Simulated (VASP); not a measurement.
# Ba (R-3m) in VASP: further runs, part 2 of 2

VASP 6.6.1. The steps go on from the part before.

**5. Single point, r2SCAN**

This run uses another cell than the first one, of 66.49 Å³/atom, 2.546 times its volume.

File POSCAR:

```
Ba
1.0
    4.5755308755      0.0324180189      0.0229230010
    2.3158402657      3.9463169645      0.0229230010
    2.3158402657      1.3370510008      3.7129823148
Ba
1
Direct
    0.0000000000      0.0000000000      0.0000000000
```

File INCAR.step1:

```
SYSTEM = Ba
  ALGO = Normal
  EDIFF = 1E-4
  ENCUT = 520
  GGA = PE
  ISMEAR = 1
  ISYM = 0
  LASPH = .TRUE.
  LCHARG = .FALSE.
  LREAL = .FALSE.
  LWAVE = .TRUE.
  NBANDS = 11
  NELM = 80
  PREC = Accurate
  SIGMA = 0.1
```

File INCAR.step2:

```
SYSTEM = Ba
  ALGO = Normal
  EDIFF = 1E-7
  ENCUT = 520
  ISIF = 2
  ISMEAR = 1
  ISTART = 1
  ISYM = 0
  LASPH = .TRUE.
  LCHARG = .FALSE.
  LMIXTAU = .TRUE.
  LREAL = .FALSE.
  LWAVE = .FALSE.
  METAGGA = R2SCAN
  NBANDS = 11
  NELM = 80
  PREC = Accurate
  SIGMA = 0.1
```

File KPOINTS:

```
Automatic mesh
0
Gamma
  6 6 6
  0.5 0.5 0.5
```

Potentials or basis: VASP PAW PBE potentials, release 64 (Ba_sv).

The run is started by

```sh
$ cat potpaw_PBE.64/Ba_sv/POTCAR > POTCAR
$ cp INCAR.step1 INCAR
$ mpirun -np 1 vasp_std > vasp.out
$ cp INCAR.step2 INCAR
$ mpirun -np 1 vasp_std > vasp.out
```

OUTCAR:

```text
SYSTEM = Ba
   EDIFF = 1E-7
   ENCUT = 520
   ISIF = 2
   ISMEAR = 1
   ISTART = 1
   ISYM = 0
   LASPH = .TRUE.
   LREAL = .FALSE.
   METAGGA = R2SCAN
   NELM = 80
   PREC = Accurate

 ion  position               nearest neighbor table
   1  0.000  0.000  0.000-

IMPORTANT INFORMATION: All symmetrisations will be switched off!
NOSYMM: (Re-)initialisation of all symmetry stuff for point group C_1.

----------------------------------------------------------------------------------------

                                     Primitive cell

  volume of cell :      66.4877

  direct lattice vectors                    reciprocal lattice vectors
     4.575530876  0.032418019  0.022923001     0.219919832 -0.128528924 -0.090883674
     2.315840266  3.946316964  0.022923001    -0.001349398  0.254720623 -0.090883674
     2.315840266  1.337051001  3.712982315    -0.001349398 -0.000779075  0.270447465

  length of vectors
     4.575703136  4.575703136  4.575703136     0.270451953  0.270451953  0.270451953

  position of ions in fractional coordinates (direct lattice)
     0.000000000  0.000000000  0.000000000

  ion indices of the primitive-cell ions
   primitive index   ion index
                 1           1

[... 125 lines left out ...]
 Fermi energy:         1.6971635541

 k-point     1 :       0.0833    0.0833    0.0833
  band No.  band energies     occupation
      1     -28.4522      2.00000
      2     -13.0444      2.00000
      3     -13.0161      2.00000
      4     -13.0161      2.00000
      5      -1.1903      2.00000
      6       3.3189     -0.00000
      7       3.6658     -0.00000
      8       3.6658     -0.00000
      9       5.0285      0.00000
     10       5.0285      0.00000
     11       8.0016      0.00000
[... 309 lines left out ...]
 k-point    24 :       0.2500    0.0833    0.4167
  band No.  band energies     occupation
      1     -28.4230      2.00000
      2     -13.2894      2.00000
      3     -13.1285      2.00000
      4     -13.0891      2.00000
      5       0.5504      2.00000
      6       2.1794     -0.00000
      7       2.8650     -0.00000
      8       4.2995      0.00000
      9       4.9911      0.00000
     10       6.1779      0.00000
     11       8.6346      0.00000

 [... further k-points ...]
[... 5 lines left out ...]
  --------------------------------------------------------------------------------------
  -------------------------------------------------------------------------------------
  Total        0.0131740      0.0199590      0.0216552     -0.0058758     -0.0023989     -0.0041549
  in kB        0.3174598      0.4809594      0.5218344     -0.1415919     -0.0578062     -0.1001210
  external PRESSURE =       0.4400845 kB  Pullay stress =       0.0000000 kB

 VOLUME and BASIS-vectors are now :
 -----------------------------------------------------------------------------
  energy-cutoff  :      520.00
  volume of cell :       66.49
      direct lattice vectors                 reciprocal lattice vectors
     4.575530876  0.032418019  0.022923001     0.219919832 -0.128528924 -0.090883674
     2.315840266  3.946316964  0.022923001    -0.001349398  0.254720623 -0.090883674
     2.315840266  1.337051001  3.712982315    -0.001349398 -0.000779075  0.270447465

 POSITION                                       TOTAL-FORCE (eV/Angst)
 -----------------------------------------------------------------------------------
      0.00000      0.00000      0.00000         0.000000     -0.000000      0.000000
 -----------------------------------------------------------------------------------
    total drift:                                0.000000     -0.000000      0.000000

  FREE ENERGIE OF THE ION-ELECTRON SYSTEM (eV)
  ---------------------------------------------------
  free  energy   TOTEN  =       -26.3992584525 eV

  energy  without entropy=      -26.3989429683  energy(sigma->0) =      -26.39915329
```

OSZICAR.step1:

```text
N       E                     dE             d eps       ncg     rms          rms(c)
DAV:   1     0.566110056259E+02    0.56611E+02   -0.41562E+03  2384   0.740E+02
DAV:   2     0.111738192876E+01   -0.55494E+02   -0.54037E+02  2814   0.134E+02
DAV:   3    -0.179782153314E+01   -0.29152E+01   -0.28955E+01  3083   0.324E+01
DAV:   4    -0.188800401695E+01   -0.90182E-01   -0.90024E-01  3088   0.527E+00
DAV:   5    -0.189021378495E+01   -0.22098E-02   -0.22090E-02  3202   0.681E-01    0.153E+00
DAV:   6    -0.188914381134E+01    0.10700E-02   -0.30257E-03  2840   0.522E-01    0.908E-01
DAV:   7    -0.188871376834E+01    0.43004E-03   -0.52626E-03  2571   0.831E-01    0.423E-02
DAV:   8    -0.188878287876E+01   -0.69110E-04   -0.22496E-04  3011   0.106E-01
   1 F= -.18887829E+01 E0= -.18887949E+01  d E =0.362105E-04
```

Wall time 2.3 min (1 thread of Intel Xeon 6975P-C (Granite Rapids), shared host); peak memory 0.26 GiB.

What came out:

* Free energy: -26.3993 eV
* Pressure: 0.0 GPa
* Band gap on the k mesh: zero (band 5 reaches 1.70 eV, above the bottom of band 6 at 1.60 eV)

Levels at points of the mesh, in eV from the Fermi level:
```tsv
k point	band 1	band 2	band 3	band 4	band 5	band 6	band 7	band 8	band 9	band 10
(0.08, 0.08, 0.08)	-30.15	-14.74	-14.71	-14.71	-2.89	1.62	1.97	1.97	3.33	3.33
```

Caveat: the PAW data sets were made with another functional, which shifts forces and pressure a little; spin-orbit coupling is left out, which moves the levels of the heavy elements.

**6. Summary**

```tsv
cell	gap on the mesh (eV)	pressure (GPa)
a = 3.312 Å, angles 60.7°, 1 atom	none	24.6
a = 3.664 Å, angles 59.8°, 1 atom	none	11.3
a = 3.904 Å, angles 60.5°, 1 atom	none	5.4
a = 4.576 Å, angles 59.2°, 1 atom	none	0.0
```

Alike in all rows: task single point; level r2SCAN; potentials or basis VASP PAW PBE potentials, release 64 (Ba_sv); no spin polarisation; k mesh 6 × 6 × 6, shifted; cutoff (eV) 520; smearing methfessel-paxton 0.1 eV.

Caveats: some runs use coarse meshes; the PAW data sets were made with another functional, which shifts forces and pressure a little; spin-orbit coupling is left out, which moves the levels of the heavy elements.

Absolute energies hang on the potentials; compare differences alone.
